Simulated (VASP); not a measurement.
# SiC (P1) in VASP: single point with r2SCAN

Aim: the single point of SiC with r2SCAN.

Program: VASP 6.6.1. These are calculated values, not measurements. Logs are shortened: lines on timing, memory, paths and dates and some standing lists are left out, and cuts for length are marked.

### Step 1. The cell of the first run

The typed cell holds 8 atoms: a = 3.076 Å, b = 3.076 Å, c = 10.071 Å, α = 90.00°, β = 90.00°, γ = 120.00°.

### Step 2. Single point, r2SCAN (atom 1 (Si) moved +0.338 Å along Cartesian [1 -1 0])

POSCAR reads:

```
SiC
1.0
    3.0756941497      0.0000000000      0.0000000000
   -1.5378470748      2.6636292679      0.0000000000
    0.0000000000      0.0000000000     10.0706464800
Si C
4 4
Direct
    0.6994608054      0.2437380801      0.9378419800
    0.3333333333      0.6666666667      0.4378419800
    0.0000000000      0.0000000000      0.6878943800
    0.0000000000      0.0000000000      0.1878943800
    0.6666666667      0.3333333333      0.7498025900
    0.3333333333      0.6666666667      0.2498025900
    0.0000000000      0.0000000000      0.5004600500
    0.0000000000      0.0000000000      0.0004600500
```

INCAR.step1 reads:

```
SYSTEM = SiC
  PREC = Accurate
  ENCUT = 520
  ISMEAR = 0
  SIGMA = 0.05
  LREAL = .FALSE.
  LASPH = .TRUE.
  NELM = 60
  NBANDS = 26
  GGA = PE
  ALGO = Normal
  EDIFF = 1E-4
  LWAVE = .TRUE.
  LCHARG = .FALSE.
```

INCAR.step2 reads:

```
SYSTEM = SiC
  PREC = Accurate
  ENCUT = 520
  EDIFF = 1E-6
  ISMEAR = 0
  SIGMA = 0.05
  LREAL = .FALSE.
  LASPH = .TRUE.
  NELM = 60
  ALGO = Normal
  ISIF = 2
  LWAVE = .FALSE.
  LCHARG = .FALSE.
  METAGGA = R2SCAN
  LMIXTAU = .TRUE.
  NBANDS = 26
  ISTART = 1
```

KPOINTS reads:

```
regular mesh
0
G
  12 12 4
  0 0 0
```

Potentials or basis: VASP PAW PBE potentials, release 64 (Si, C).

Command:

```
$ cat potpaw_PBE.64/Si/POTCAR potpaw_PBE.64/C/POTCAR > POTCAR
$ cp INCAR.step1 INCAR
$ mpirun -np 1 vasp_std > vasp.out
$ cp INCAR.step2 INCAR
$ mpirun -np 1 vasp_std > vasp.out
```

OUTCAR:

```text
SYSTEM = SiC
   PREC = Accurate
   ENCUT = 520
   EDIFF = 1E-6
   ISMEAR = 0
   LREAL = .FALSE.
   LASPH = .TRUE.
   NELM = 60
   ISIF = 2
   METAGGA = R2SCAN
   ISTART = 1

 ion  position               nearest neighbor table
   1  0.699  0.244  0.938-   8 1.58   5 1.92   8 1.99   8 2.12   3 2.91   4 2.91   3 3.15
   2  0.333  0.667  0.438-   7 1.88   7 1.88   7 1.88   6 1.89   4 3.08   4 3.08   4 3.08   3 3.08
                             3 3.08   3 3.08
   3  0.000  0.000  0.688-   5 1.88   5 1.88   5 1.88   7 1.89   1 2.91   2 3.08   2 3.08   2 3.08
                             1 3.15
   4  0.000  0.000  0.188-   6 1.88   6 1.88   6 1.88   8 1.89   1 2.91   2 3.08   2 3.08   2 3.08

   5  0.667  0.333  0.750-   3 1.88   3 1.88   3 1.88   1 1.92
   6  0.333  0.667  0.250-   4 1.88   4 1.88   4 1.88   2 1.89
   7  0.000  0.000  0.500-   2 1.88   2 1.88   2 1.88   3 1.89
   8  0.000  0.000  0.000-   1 1.58   4 1.89   1 1.99   1 2.12

  LATTYP: Found a hexagonal cell.
 ALAT       =     3.0756941497
 C/A-ratio  =     3.2742678530

  Lattice vectors:

 A1 = (   3.0756941497,   0.0000000000,   0.0000000000)
 A2 = (  -1.5378470748,   2.6636292679,   0.0000000000)
 A3 = (   0.0000000000,   0.0000000000,  10.0706464800)

Analysis of symmetry for initial positions (statically):
=====================================================================
 Subroutine PRICEL returns:
 Original cell was already a primitive cell.

 Routine SETGRP: Setting up the symmetry group for a
 hexagonal supercell.

 Subroutine GETGRP returns: Found  1 space group operations
 (whereof  1 operations were pure point group operations)
 out of a pool of 24 trial point group operations.

The static configuration has the point symmetry C_1 .

Analysis of symmetry for dynamics (positions and initial velocities):
=====================================================================
 Subroutine PRICEL returns:
 Original cell was already a primitive cell.

 Routine SETGRP: Setting up the symmetry group for a
 hexagonal supercell.

 Subroutine GETGRP returns: Found  1 space group operations
 (whereof  1 operations were pure point group operations)
 out of a pool of 24 trial point group operations.

The dynamic configuration has the point symmetry C_1 .

 Subroutine INISYM returns: Found  1 space group operations
 (whereof  1 operations are pure point group operations),
[... 111 lines left out ...]
   NSW    =      0    number of steps for IOM
   IBRION =     -1    ionic relax: 0-MD 1-quasi-New 2-CG
   NFREE  =      0    steps in history (QN), initial steepest desc. (CG)
   ISIF   =      2    stress and relaxation
   ISYM   =      2    0-nonsym 1-usesym 2-fastsym
   POTIM  = 0.5000    time-step for ionic-motion
   TEBEG  =    0.0;   TEEND  =   0.0 temperature during run
   PSTRESS=    0.0 pullay stress
   NELECT =      32.0000    total number of electrons
   NUPDOWN=      -1.0000    fix difference up-down
   EMIN   =  10.00;   EMAX   =-10.00  energy-range for DOS
   EFERMI =   0.00;   METHOD = LEGACY
   ISMEAR =     0;   SIGMA  =   0.05  broadening in eV -4-tet -1-fermi 0-gaus
   EFERMI_NEDOS =   21; number of points for ismear=-14 and -15
   IALGO  =     38    algorithm
   IMIX   =      4    mixing-type and parameters
     AMIX     =   0.40;   BMIX     =  1.00
     AMIX_MAG =   1.60;   BMIX_MAG =  1.00
  volume/ion in A,a.u.               =      10.31        69.60
  Fermi-wavevector in a.u.,A,eV,Ry     =   1.193897  2.256138 19.393597  1.425389
  Thomas-Fermi vector in A             =   2.329900
   LORBIT       =      0    0 simple, 1 ext, 2 COOP (PROOUT), +10 PAW based schemes
   METAGGA = R2SCAN    functional components
   LHFCALC =     F    Hartree Fock is set to
   AEXX    =    0.0000 exact exchange contribution
   IVDW    =     0    specifies the selected vdW correction
   LEPSILON=     F    determine dielectric tensor
   LRPA    =     F    only Hartree local field effects (RPA)
 non-spin polarized calculation
 Gauss-broadening in eV      SIGMA  =   0.05
  energy-cutoff  :      520.00
  volume of cell :       82.50
 maximum number of plane-waves:      2248
   NGX = 11   NGY = 11   NGZ = 37

 number of electron      32.0000000 magnetization

 Free energy of the ion-electron system (eV)
  ---------------------------------------------------
  ext. energy  EPLUGINS =         0.00000000
  ---------------------------------------------------
  free energy    TOTEN  =       -75.82859700 eV

  energy without entropy =      -75.82859700  energy(sigma->0) =      -75.82859700

 E-fermi :   8.9085     XC(G=0): -11.9430

 val. band max:        8.6851020888   @ k =   0.0000   0.0000   0.0000
 cond. band min:      10.4490398302   @ k =   0.5000   0.0000   0.0000
 fundamental gap:      1.7639377414
 Fermi energy:         8.9084832417

 k-point     1 :       0.0000    0.0000    0.0000
  band No.  band energies     occupation
      1      -8.2291      2.00000
      2      -7.0286      2.00000
      3      -6.9604      2.00000
      4      -4.6177      2.00000
      5      -0.8383      2.00000
      6       3.4414      2.00000
[... 685 lines left out ...]
     25      16.8791      0.00000
     26      17.2435      0.00000

 [... further k-points ...]

------------------------ aborting loop because EDIFF is reached ----------------------------------------

  FORCE on cell =-STRESS in cart. coord.  units (eV):
  Direction    XX          YY          ZZ          XY          YZ          ZX
  --------------------------------------------------------------------------------------
  -------------------------------------------------------------------------------------
  Total        5.7493208      0.8094683      1.2180549     -3.1982933     -1.4571242      3.4561528
  in kB      111.6484884     15.7194069     23.6539216    -62.1090086    -28.2965100     67.1164914
  external PRESSURE =      50.3406056 kB  Pullay stress =       0.0000000 kB

 VOLUME and BASIS-vectors are now :
 -----------------------------------------------------------------------------
  energy-cutoff  :      520.00
  volume of cell :       82.50
      direct lattice vectors                 reciprocal lattice vectors
     3.075694150  0.000000000  0.000000000     0.325129857  0.187713811  0.000000000
    -1.537847075  2.663629268  0.000000000     0.000000000  0.375427621  0.000000000
     0.000000000  0.000000000 10.070646480     0.000000000  0.000000000  0.099298491

 POSITION                                       TOTAL-FORCE (eV/Angst)
 -----------------------------------------------------------------------------------
      1.77650      0.64923      9.44468        -8.765321      5.332146     -2.736015
     -0.00000      1.77575      4.40935        -0.017999      0.018108     -0.002739
      0.00000      0.00000      6.92754         0.123118     -0.068558     -0.072317
      0.00000      0.00000      1.89222         0.071271     -0.077432     -0.095248
      1.53785      0.88788      7.55100         0.574110     -0.569868      0.261530
     -0.00000      1.77575      2.51567        -0.015884      0.019534     -0.012568
      0.00000      0.00000      5.03996         0.053835     -0.056279     -0.010842
      0.00000      0.00000      0.00463         7.976871     -4.597652      2.668199
 -----------------------------------------------------------------------------------
    total drift:                               -0.000027      0.000076     -0.000477

  FREE ENERGIE OF THE ION-ELECTRON SYSTEM (eV)
  ---------------------------------------------------
  free  energy   TOTEN  =       -75.8285969965 eV

  energy  without entropy=      -75.8285969965  energy(sigma->0) =      -75.82859700
```

OUTCAR.step1:

```text
SYSTEM = SiC
   PREC = Accurate
   ENCUT = 520
   ISMEAR = 0
   LREAL = .FALSE.
   LASPH = .TRUE.
   NELM = 60
[... 943 lines left out ...]
     -0.00000      1.77575      2.51567        -0.015027      0.018352     -0.009568
      0.00000      0.00000      5.03996         0.051518     -0.053569     -0.015017
      0.00000      0.00000      0.00463         7.964867     -4.579232      2.669972
 -----------------------------------------------------------------------------------
    total drift:                                0.000177     -0.000270     -0.000470

  FREE ENERGIE OF THE ION-ELECTRON SYSTEM (eV)
  ---------------------------------------------------
  free  energy   TOTEN  =       -58.7753082248 eV

  energy  without entropy=      -58.7753082248  energy(sigma->0) =      -58.77530822
```

Run time: 38 min. Hardware: 1 thread of Oxide Virtual Turin-like, shared host; peak memory 0.52 GiB.

What came out:

| Quantity | Value |
| --- | --- |
| Free energy | -75.8286 eV |
| Pressure | 5.0 GPa |
| Largest force | 10.618 eV/Å |
| Band gap on the k mesh | 1.76 eV (least direct gap 3.29 eV) |

Forces on the atoms (eV/Å):
```
Si  -8.765  5.332 -2.736
Si  -0.018  0.018 -0.003
Si   0.123 -0.069 -0.072
Si   0.071 -0.077 -0.095
C    0.574 -0.570  0.262
C   -0.016  0.020 -0.013
C    0.054 -0.056 -0.011
C    7.977 -4.598  2.668
```

Stress tensor (GPa, compression positive):
```
11.16 -6.21  6.71
-6.21  1.57 -2.83
 6.71 -2.83  2.37
```

Levels at points of the mesh, in eV from the valence-band top:
```
           k point  band 14  band 15  band 16  band 17  band 18  band 19
(0.00, 0.00, 0.00)    -0.84    -0.54     0.00     4.72     5.45     6.10
(0.50, 0.00, 0.00)    -2.85    -2.28    -1.53     1.76     2.05     3.86
(0.00, 0.50, 0.00)    -2.96    -2.19    -1.74     1.84     2.05     3.95
(0.50, 0.50, 0.00)    -2.82    -2.36    -1.54     1.98     2.25     4.13
(0.00, 0.00, 0.50)    -0.83    -0.82    -0.04     4.77     5.28     6.20
(0.50, 0.00, 0.50)    -3.15    -2.22    -1.92     2.01     2.41     3.85
(0.00, 0.50, 0.50)    -3.02    -2.27    -2.23     2.11     2.41     3.90
(0.50, 0.50, 0.50)    -3.16    -2.24    -1.84     2.41     2.62     3.92
```

Caveat: the cell differs from its parent crystal (atom 1 (Si) moved +0.338 Å along Cartesian [1 -1 0]); the cell stands under pressure; the PAW data sets were made with another functional, which shifts forces and pressure a little.
